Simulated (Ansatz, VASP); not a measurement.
## SnTe in VASP and in Ansatz

The input POSCAR:

```
SnTe
1.0
    5.3967552201      0.0000000000      0.0000000000
   -2.6983776101      4.6737271186      0.0000000000
    0.0000000000      0.0000000000      6.4878041079
Sn Te
2 2
Direct
    0.3333333333      0.6666666667     -0.0459806368
    0.6666666667      0.3333333333      0.4540193632
    0.3333333333      0.6666666667      0.4209806368
    0.6666666667      0.3333333333      0.9209806368
```

INCAR.step1

```
SYSTEM = SnTe
PREC = Accurate
ENCUT = 520
ISMEAR = 0
SIGMA = 0.01
LREAL = .False.
LASPH = .True.
NELM = 100
NBANDS = 28
GGA = PE
ALGO = Normal
EDIFF = 1E-4
LWAVE = .True.
LCHARG = .False.
```

Contents of INCAR.step2:

```
SYSTEM = SnTe
PREC = Accurate
ENCUT = 520
EDIFF = 1E-6
ISMEAR = 0
SIGMA = 0.01
LREAL = .False.
LASPH = .True.
NELM = 100
ALGO = Normal
ISIF = 2
LWAVE = .False.
LCHARG = .True.
METAGGA = R2SCAN
LMIXTAU = .True.
LELF = .True.
LVHAR = .True.
NBANDS = 28
ISTART = 1
```

The input KPOINTS:

```
regular mesh
0
Gamma
  6 6 4
  0 0 0
```

Input for Ansatz:

```yaml
crystal:
  lattice:
    - [5.3967552201, 0.0, 0.0]
    - [-2.6983776101, 4.6737271186, 0.0]
    - [0.0, 0.0, 6.4878041079]
  atoms:
    - { symbol: Sn, position: [0.3333333333, 0.6666666667, -0.0459806368] }
    - { symbol: Sn, position: [0.6666666667, 0.3333333333, 0.4540193632] }
    - { symbol: Te, position: [0.3333333333, 0.6666666667, 0.4209806368] }
    - { symbol: Te, position: [0.6666666667, 0.3333333333, 0.9209806368] }
kpoints:
  mp_grid: { grid: [6, 6, 4] }
hamiltonian:
  xc: r2scan
scf:
  occupations: { method: fixed }
  n_extra_bands: 5
output:
  forces: true
  stress: true
  eigenvalues: true
```

Alike in both runs: task single point; functional r2SCAN; k mesh 6 × 6 × 4; no spin polarisation.

|  | VASP | Ansatz |
| --- | --- | --- |
| version | VASP 6.6.1 | Ansatz 0.2.0 |
| potentials or method | VASP PAW PBE potentials, release 64 (Sn_d, Te) | plane waves, PAW |
| plane-wave cutoff (eV) | 520 | 500 |
| occupations | gaussian, width 0.01 eV | fixed |
| valence electrons in the cell | 40 | 60 |

|  | VASP | Ansatz | Ansatz less VASP |
| --- | --- | --- | --- |
| gap on the k mesh at the Fermi level (eV) | 0.65 | 0.65 | +0.002 |
| pressure (GPa) | 0.0 | 0.0 | 0.00 |
| rms of the force components (eV/Å) | 0.004 | 0.000 | -0.0042 |

VASP's potentials were made for PBE, not for r2SCAN. Atom by atom the forces differ by 0.004 eV/Å (rms over components). VASP's potentials hold 40 valence electrons a cell and Ansatz's 60, so a difference there can come from the potentials and not from the codes.

Neither program's run includes spin-orbit coupling.
